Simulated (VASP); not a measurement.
# SrCl2 (Cm) in VASP: a series of runs

SrCl2 is run at these levels: PBEsol; tasks: single point.

Program: VASP 6.6.1. These are calculated values, not measurements. Logs are shortened: lines on timing, memory, paths and dates and some standing lists are left out, and cuts for length are marked.

**1. The cell of the first run**

The structure is monoclinic, space group Cm (No. 8). The conventional cell has a = 6.971 Å, b = 6.971 Å, c = 4.929 Å, α = 90.00°, β = 135.00°, γ = 90.00°. Within 3.6 Å of Sr (site symmetry m) lie 8 Cl at 2.70 to 3.37 Å. Cl (site symmetry 1) has 4 Sr at 2.70 to 3.37 Å and 6 Cl at 3.49 Å within 3.6 Å.

**2. Single point, PBEsol (atoms displaced along a vibrational mode)**

Contents of INCAR:

```
SYSTEM = SrCl2
PREC = Accurate
ENCUT = 520
EDIFF = 1E-6
ISMEAR = 0
SIGMA = 0.05
LREAL = .False.
LASPH = .True.
NELM = 100
ALGO = Normal
ISIF = 2
LWAVE = .False.
LCHARG = .False.
GGA = PS
NBANDS = 19
```

Contents of KPOINTS:

```
regular mesh
0
Gamma
  6 6 6
  0 0 0
```

Contents of POSCAR:

```
SrCl2
1.0
    0.0000000000      3.4855000000      3.4855000000
    3.4855000000      0.0000000000      3.4855000000
    3.4855000000      3.4855000000      0.0000000000
Sr Cl
1 2
Direct
    0.0217290367     -0.0372119798      0.0372119798
    0.2231467109      0.2959874989      0.2040125011
    0.7231467109      0.7959874989      0.7040125011
```

Potentials or basis: VASP PAW PBE potentials, release 64 (Sr_sv, Cl).

Run with:

```console
$ cat potpaw_PBE.64/Sr_sv/POTCAR potpaw_PBE.64/Cl/POTCAR > POTCAR
$ mpirun -np 1 vasp_std > vasp.out
```

OUTCAR:

```text
SYSTEM = SrCl2
   PREC = Accurate
   ENCUT = 520
   EDIFF = 1E-6
   ISMEAR = 0
   LREAL = .False.
   LASPH = .True.
   NELM = 100
   ISIF = 2
   GGA = PS

 ion  position               nearest neighbor table
   1  0.022  0.963  0.037-   3 2.70   2 2.70   3 2.86   2 2.86   3 3.24   2 3.24   3 3.37   2 3.37

   2  0.223  0.296  0.204-   1 2.70   1 2.86   1 3.24   1 3.37
   3  0.723  0.796  0.704-   1 2.70   1 2.86   1 3.24   1 3.37

  LATTYP: Found a face centered cubic cell.
 ALAT       =     6.9710000000

  Lattice vectors:

 A1 = (   0.0000000000,   3.4855000000,   3.4855000000)
 A2 = (   3.4855000000,   0.0000000000,   3.4855000000)
 A3 = (   3.4855000000,   3.4855000000,   0.0000000000)

Analysis of symmetry for initial positions (statically):
=====================================================================
 Subroutine PRICEL returns:
 Original cell was already a primitive cell.

 Routine SETGRP: Setting up the symmetry group for a
 face centered cubic supercell.

 Subroutine GETGRP returns: Found  2 space group operations
 (whereof  2 operations were pure point group operations)
 out of a pool of 48 trial point group operations.

The static configuration has the point symmetry C_1h.

Analysis of symmetry for dynamics (positions and initial velocities):
=====================================================================
 Subroutine PRICEL returns:
 Original cell was already a primitive cell.

 Routine SETGRP: Setting up the symmetry group for a
 face centered cubic supercell.

 Subroutine GETGRP returns: Found  2 space group operations
 (whereof  2 operations were pure point group operations)
 out of a pool of 48 trial point group operations.

The dynamic configuration has the point symmetry C_1h.

 Subroutine INISYM returns: Found  2 space group operations
 (whereof  2 operations are pure point group operations),
 and found     1 'primitive' translations

----------------------------------------------------------------------------------------

                                     Primitive cell

  volume of cell :      84.6887

  direct lattice vectors                    reciprocal lattice vectors
     0.000000000  3.485500000  3.485500000    -0.143451442  0.143451442  0.143451442
     3.485500000  0.000000000  3.485500000     0.143451442 -0.143451442  0.143451442
     3.485500000  3.485500000  0.000000000     0.143451442  0.143451442 -0.143451442

  length of vectors
     4.929241372  4.929241372  4.929241372     0.248465185  0.248465185  0.248465185

  position of ions in fractional coordinates (direct lattice)
     0.021729037  0.962788020  0.037211980
     0.223146711  0.295987499  0.204012501
     0.723146711  0.795987499  0.704012501

  ion indices of the primitive-cell ions
   primitive index   ion index
                 1           1
                 2           2
                 3           3

----------------------------------------------------------------------------------------

 KPOINTS: regular mesh

Automatic generation of k-mesh.
 Grid dimensions read from file:
 generate k-points for:    6    6    6

 Generating k-lattice:

  Cartesian coordinates                     Fractional coordinates (reciprocal lattice)
    -0.023908574  0.023908574  0.023908574     0.166666667  0.000000000  0.000000000
     0.023908574 -0.023908574  0.023908574     0.000000000  0.166666667  0.000000000
     0.023908574  0.023908574 -0.023908574     0.000000000  0.000000000  0.166666667

  Length of vectors
     0.041410864  0.041410864  0.041410864

  Shift w.r.t. Gamma in fractional coordinates (k-lattice)
     0.000000000  0.000000000  0.000000000

 Subroutine IBZKPT returns following result:
 ===========================================

 Found     68 irreducible k-points:

 Following reciprocal coordinates:
            Coordinates               Weight
  0.000000  0.000000  0.000000      1.000000
  0.166667  0.000000  0.000000      4.000000
  0.000000  0.166667  0.000000      4.000000
  0.333333  0.000000  0.000000      4.000000
  0.000000  0.333333  0.000000      4.000000
  0.500000  0.000000  0.000000      2.000000
[... 16 lines left out ...]
 -0.333333  0.166667  0.000000      4.000000
  0.000000 -0.333333  0.166667      4.000000
 [... further k-points ...]
   k-points           NKPTS =     68   k-points in BZ     NKDIM =     68   number of bands    NBANDS=     19
   number of dos      NEDOS =    301   number of ions     NIONS =      3
   total plane-waves  NPLWV =  64000
   dimension x,y,z NGX =    40 NGY =   40 NGZ =   40
   dimension x,y,z NGXF=    80 NGYF=   80 NGZF=   80
   ions per type =               1   2
   NGX,Y,Z   is equivalent  to a cutoff of  13.49, 13.49, 13.49 a.u.
   NGXF,Y,Z  is equivalent  to a cutoff of  26.98, 26.98, 26.98 a.u.
 SYSTEM =  SrCl2
   PREC   = accura    normal or accurate (medium, high low for compatibility)
   ISTART =      0    job   : 0-new  1-cont  2-samecut
   ICHARG =      2    charge: 1-file 2-atom 10-const
   ISPIN  =      1    spin polarized calculation?
   LNONCOLLINEAR =      F non collinear calculations
   LSORBIT =      F    spin-orbit coupling
   LASPH  =      T    aspherical Exc in radial PAW
   ENCUT  =  520.0 eV  38.22 Ry    6.18 a.u.   9.17  9.17  9.17*2*pi/ulx,y,z
   NELM   =    100;   NELMIN=  2; NELMDL= -5     # of ELM steps
   EDIFF  = 0.1E-05   stopping-criterion for ELM
   LREAL  =      F    real-space projection
   EDIFFG = 0.1E-04   stopping-criterion for IOM
   NSW    =      0    number of steps for IOM
   IBRION =     -1    ionic relax: 0-MD 1-quasi-New 2-CG
   NFREE  =      0    steps in history (QN), initial steepest desc. (CG)
   ISIF   =      2    stress and relaxation
   ISYM   =      2    0-nonsym 1-usesym 2-fastsym
   POTIM  = 0.5000    time-step for ionic-motion
   TEBEG  =    0.0;   TEEND  =   0.0 temperature during run
   PSTRESS=    0.0 pullay stress
   NELECT =      24.0000    total number of electrons
   NUPDOWN=      -1.0000    fix difference up-down
   EMIN   =  10.00;   EMAX   =-10.00  energy-range for DOS
   EFERMI =   0.00;   METHOD = LEGACY
   ISMEAR =     0;   SIGMA  =   0.05  broadening in eV -4-tet -1-fermi 0-gaus
   EFERMI_NEDOS =   21; number of points for ismear=-14 and -15
   IALGO  =     38    algorithm
   IMIX   =      4    mixing-type and parameters
     AMIX     =   0.40;   BMIX     =  1.00
     AMIX_MAG =   1.60;   BMIX_MAG =  1.00
  volume/ion in A,a.u.               =      28.23       190.50
  Fermi-wavevector in a.u.,A,eV,Ry     =   1.075318  2.032056 15.732530  1.156308
  Thomas-Fermi vector in A             =   2.211171
   LORBIT       =      0    0 simple, 1 ext, 2 COOP (PROOUT), +10 PAW based schemes
   GGA     = PS    functional components
   LHFCALC =     F    Hartree Fock is set to
   AEXX    =    0.0000 exact exchange contribution
   IVDW    =     0    specifies the selected vdW correction
   LEPSILON=     F    determine dielectric tensor
   LRPA    =     F    only Hartree local field effects (RPA)
 non-spin polarized calculation
 Gauss-broadening in eV      SIGMA  =   0.05
  energy-cutoff  :      520.00
  volume of cell :       84.69
 maximum number of plane-waves:      2301
 NGX is ok and might be reduce to    40
   NGX = 19   NGY = 19   NGZ = 19

 number of electron      24.0000000 magnetization

 Free energy of the ion-electron system (eV)
  ---------------------------------------------------
  ext. energy  EPLUGINS =         0.00000000
  ---------------------------------------------------
  free energy    TOTEN  =       -13.03019343 eV

  energy without entropy =      -13.03019343  energy(sigma->0) =      -13.03019343

 E-fermi :   0.4186     XC(G=0):  -8.4655

 val. band max:        0.1598909660   @ k =   0.0000   0.5000   0.5000
 cond. band min:       5.1679905141   @ k =   0.0000   0.0000   0.0000
 fundamental gap:      5.0080995480
 Fermi energy:         0.4186142404

 k-point     1 :       0.0000    0.0000    0.0000
  band No.  band energies     occupation
      1     -32.5590      2.00000
      2     -14.7462      2.00000
      3     -14.6517      2.00000
      4     -14.6248      2.00000
      5     -13.1414      2.00000
      6     -12.4354      2.00000
[... 11 lines left out ...]
     18       9.1415      0.00000
     19       9.5441      0.00000

 k-point     2 :       0.1667    0.0000    0.0000
  band No.  band energies     occupation
      1     -32.5581      2.00000
      2     -14.8224      2.00000
      3     -14.6900      2.00000
      4     -14.6357      2.00000
      5     -12.9845      2.00000
      6     -12.4503      2.00000
[... 11 lines left out ...]
     18       8.8694      0.00000
     19       9.7117      0.00000

 k-point     3 :       0.0000    0.1667    0.0000
  band No.  band energies     occupation
      1     -32.5581      2.00000
      2     -14.8429      2.00000
      3     -14.6755      2.00000
      4     -14.6282      2.00000
      5     -12.9864      2.00000
      6     -12.4499      2.00000
[... 11 lines left out ...]
     18       8.9486      0.00000
     19       9.8298      0.00000

 k-point     4 :       0.3333    0.0000    0.0000
  band No.  band energies     occupation
      1     -32.5562      2.00000
      2     -14.9688      2.00000
      3     -14.7428      2.00000
      4     -14.6444      2.00000
      5     -12.7733      2.00000
      6     -12.4131      2.00000
[... 407 lines left out ...]
     18       8.7520      0.00000
     19       9.2710      0.00000

 k-point    23 :      -0.3333    0.1667    0.0000
  band No.  band energies     occupation
      1     -32.5552      2.00000
      2     -14.9777      2.00000
      3     -14.8315      2.00000
      4     -14.6559      2.00000
      5     -12.6258      2.00000
      6     -12.4245      2.00000
[... 11 lines left out ...]
     18       8.7851      0.00000
     19       9.3933      0.00000

 k-point    24 :       0.0000   -0.3333    0.1667
  band No.  band energies     occupation
      1     -32.5552      2.00000
      2     -15.0151      2.00000
      3     -14.8044      2.00000
      4     -14.6415      2.00000
      5     -12.6572      2.00000
      6     -12.3967      2.00000
[... 11 lines left out ...]
     18       8.7459      0.00000
     19       9.4778      0.00000

 [... further k-points ...]

------------------------ aborting loop because EDIFF is reached ----------------------------------------

  FORCE on cell =-STRESS in cart. coord.  units (eV):
  Direction    XX          YY          ZZ          XY          YZ          ZX
  --------------------------------------------------------------------------------------
  -------------------------------------------------------------------------------------
  Total        1.3253617      0.4348471      1.2108797      0.0000000     -0.6736462      0.0000000
  in kB       25.0737760      8.2266296     22.9079552      0.0000000    -12.7443351      0.0000000
  external PRESSURE =      18.7361203 kB  Pullay stress =       0.0000000 kB

 VOLUME and BASIS-vectors are now :
 -----------------------------------------------------------------------------
  energy-cutoff  :      520.00
  volume of cell :       84.69
      direct lattice vectors                 reciprocal lattice vectors
     0.000000000  3.485500000  3.485500000    -0.143451442  0.143451442  0.143451442
     3.485500000  0.000000000  3.485500000     0.143451442 -0.143451442  0.143451442
     3.485500000  3.485500000  0.000000000     0.143451442  0.143451442 -0.143451442

 POSITION                                       TOTAL-FORCE (eV/Angst)
 -----------------------------------------------------------------------------------
      3.48550      0.20544      3.43153        -0.000000     -1.283633      0.562617
      1.74275      1.48886      1.80944        -0.317079      0.641816     -0.281309
      5.22825      4.97436      5.29494         0.317079      0.641816     -0.281309
 -----------------------------------------------------------------------------------
    total drift:                               -0.000000      0.000083      0.000158

  FREE ENERGIE OF THE ION-ELECTRON SYSTEM (eV)
  ---------------------------------------------------
  free  energy   TOTEN  =       -13.0301934269 eV

  energy  without entropy=      -13.0301934269  energy(sigma->0) =      -13.03019343
```

Run time: 2.4 min. Hardware: 1 thread of Oxide Virtual Turin-like, shared host; peak memory 0.26 GiB.

Results:

```
Free energy            : -13.0302 eV
Pressure               : 1.9 GPa
Largest force          : 1.402 eV/Å
Band gap on the k mesh : 5.01 eV (least direct gap 5.35 eV)
```

Forces in eV/Å, atoms in the order of the input:
```
Sr   0.000 -1.284  0.563
Cl  -0.317  0.642 -0.281
Cl   0.317  0.642 -0.281
```

Caveat: the cell differs from its parent crystal (atoms displaced along a vibrational mode); the PAW data sets were made with another functional, which shifts forces and pressure a little. A k mesh can miss the band edges.

**3. Single point, PBEsol (atoms displaced along a vibrational mode)**

Contents of INCAR:

```
SYSTEM = SrCl2
PREC = Accurate ; ENCUT = 520
EDIFF = 1E-7 ; ISMEAR = 0
SIGMA = 0.05 ; LREAL = .False.
LASPH = .True. ; NELM = 100
ALGO = Normal ; ISIF = 2
LWAVE = .False. ; LCHARG = .True.
GGA = PS ; LELF = .True.
LVHAR = .True. ; NBANDS = 19
```

KPOINTS is that of step 2.

Contents of POSCAR:

```
SrCl2
1.0
    0.0000000000      3.4855000000      3.4855000000
    3.4855000000      0.0000000000      3.4855000000
    3.4855000000      3.4855000000      0.0000000000
Sr Cl
1 2
Direct
    0.0155207405     -0.0265799856      0.0265799856
    0.2308190792      0.2828482135      0.2171517865
    0.7308190792      0.7828482135      0.7171517865
```

Potentials or basis: VASP PAW PBE potentials, release 64 (Sr_sv, Cl).

Run with:

```console
$ cat potpaw_PBE.64/Sr_sv/POTCAR potpaw_PBE.64/Cl/POTCAR > POTCAR
$ mpirun -np 1 vasp_std > vasp.out
```

It took 3.1 min on 1 thread of Oxide Virtual Turin-like, shared host; peak memory 0.26 GiB.

The run converged. Its results:

| Quantity | Value |
| --- | --- |
| Free energy | -13.1864 eV |
| Pressure | 0.5 GPa |
| Largest force | 0.932 eV/Å |
| Band gap on the k mesh | 5.06 eV (least direct gap 5.34 eV) |

Forces on the atoms (eV/Å):
```
Sr   0.000 -0.878  0.312
Cl  -0.152  0.439 -0.156
Cl   0.152  0.439 -0.156
```

Stress tensor (GPa, compression positive):
```
 0.81  0.00  0.00
 0.00  0.07 -0.66
 0.00 -0.66  0.74
```

Levels at points of the mesh, in eV from the valence-band top:
| k point | band 10 | band 11 | band 12 | band 13 | band 14 | band 15 |
| --- | --- | --- | --- | --- | --- | --- |
| (0.00, 0.00, 0.00) | -0.51 | -0.43 | -0.43 | 5.06 | 5.88 | 6.32 |
| (0.50, 0.00, 0.00) | -1.32 | -1.17 | -1.16 | 6.49 | 6.66 | 7.09 |
| (0.00, 0.50, 0.00) | -1.34 | -1.16 | -1.13 | 6.45 | 6.65 | 6.85 |
| (0.50, 0.50, 0.00) | -0.72 | -0.40 | -0.01 | 5.35 | 6.87 | 7.16 |
| (0.00, 0.50, 0.50) | -0.72 | -0.40 | 0.00 | 5.34 | 6.85 | 7.20 |
| (0.50, 0.00, 0.50) | -0.50 | -0.47 | -0.10 | 5.42 | 7.18 | 7.22 |

Caveat: the cell differs from its parent crystal (atoms displaced along a vibrational mode); the PAW data sets were made with another functional, which shifts forces and pressure a little. A k mesh can miss the band edges.

**4. Single point, PBEsol (atoms displaced along a vibrational mode)**

Contents of INCAR:

```
ALGO = Normal
EDIFF = 1E-6
ENCUT = 520
GGA = PS
ISIF = 2
ISMEAR = 0
LASPH = True
LCHARG = True
LELF = True
LREAL = False
LVHAR = True
LWAVE = False
NBANDS = 19
NELM = 100
PREC = Accurate
SIGMA = 0.05
```

Contents of KPOINTS:

```
k-points
0
Gamma
  6 6 6
```

Contents of POSCAR:

```
SrCl2
1.0
    0.0000000000      3.4855000000      3.4855000000
    3.4855000000      0.0000000000      3.4855000000
    3.4855000000      3.4855000000      0.0000000000
Sr Cl
1 2
Direct
    0.0093124443     -0.0159479913      0.0159479913
    0.2384914475      0.2697089281      0.2302910719
    0.7384914475      0.7697089281      0.7302910719
```

Run with:

```console
$ cat potpaw_PBE.64/Sr_sv/POTCAR potpaw_PBE.64/Cl/POTCAR > POTCAR
$ mpirun -np 1 vasp_std > vasp.out
```

Wall time 1.8 min (1 thread of Oxide Virtual Turin-like, shared host); peak memory 0.26 GiB.

The run converged. Its results:

```
Free energy            : -13.2848 eV
Pressure               : -0.4 GPa
Largest force          : 0.530 eV/Å
Band gap on the k mesh : 5.10 eV (least direct gap 5.34 eV)
```

Forces in eV/Å, atoms in the order of the input:
```
Sr   0.000 -0.509  0.151
Cl  -0.052  0.254 -0.075
Cl   0.052  0.254 -0.075
```

Stress tensor (GPa, compression positive):
```
-0.27  0.00  0.00
 0.00 -0.50 -0.24
 0.00 -0.24 -0.29
```

Levels at points of the mesh, in eV from the valence-band top:
```csv
k point,band 10,band 11,band 12,band 13,band 14,band 15
"(0.00, 0.00, 0.00)",-0.42,-0.39,-0.39,5.10,5.93,6.09
"(0.50, 0.00, 0.00)",-1.34,-1.12,-1.11,6.56,6.62,7.23
"(0.00, 0.50, 0.00)",-1.35,-1.11,-1.10,6.56,6.62,7.06
"(0.50, 0.50, 0.00)",-0.54,-0.42,0.00,5.35,6.90,7.42
"(0.00, 0.50, 0.50)",-0.54,-0.42,0.00,5.34,6.89,7.44
"(0.50, 0.00, 0.50)",-0.45,-0.45,-0.05,5.37,7.02,7.40
```

Caveat: the cell differs from its parent crystal (atoms displaced along a vibrational mode); the PAW data sets were made with another functional, which shifts forces and pressure a little.

**5. Summary**

| cell | gap on the mesh (eV) | pressure (GPa) | largest force (eV/Å) |
| --- | --- | --- | --- |
| as given, atomic positions A | 5.01 | 1.9 | 1.40 |
| as given, atomic positions B | 5.06 | 0.5 | 0.93 |
| as given, atomic positions C | 5.10 | -0.4 | 0.53 |

Alike in all rows: task single point; level PBEsol; potentials or basis VASP PAW PBE potentials, release 64 (Sr_sv, Cl); no spin polarisation; k mesh 6 × 6 × 6; cutoff (eV) 520; smearing gaussian 0.05 eV.

Caveats: the PAW data sets were made with another functional, which shifts forces and pressure a little.

Total energies depend on the potentials used, so only differences within one code and one set of settings carry meaning.
